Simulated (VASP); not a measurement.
# AgBr: single point with LDA

AgBr:

```
Ag Br
1.0
    -0.00510    2.78974    2.78974
     2.78974   -0.00510    2.78974
     2.78974    2.78974   -0.00510
Ag Br
1 1
Direct
  0.00000 0.00000 0.00000
  0.50000 0.50000 0.50000
```

```
Program                : VASP 6.6.1
Task                   : single point
Functional             : LDA
Potentials or basis    : VASP PAW LDA potentials, release 64 (Ag, Br)
Cutoff                 : 500 eV
k mesh                 : 5 × 5 × 5, shifted
Occupations            : methfessel-paxton, width 0.147 eV
Spin                   : no spin polarisation
Dipole correction      : no
Further INCAR settings : ALGO = Normal; EDIFF = 1e-06; NBANDS = 16; ISYM = 0
```

```
Pressure               : 0.1 GPa
Band gap on the k mesh : 1.08 eV (least direct gap 2.95 eV)
```

Levels at points of the mesh, in eV from the valence-band top:
| k point | band 7 | band 8 | band 9 | band 10 | band 11 | band 12 |
| --- | --- | --- | --- | --- | --- | --- |
| (0.50, 0.50, 0.50) | -2.48 | 0.00 | 0.00 | 3.25 | 6.39 | 6.39 |

Wall time 58 s on 1 thread of Oxide Virtual Turin-like Processor, on a shared host, peak memory 0.14 GiB.

Caveat: a shifted mesh leaves out Γ, where band edges can lie. A k mesh can miss the band edges.
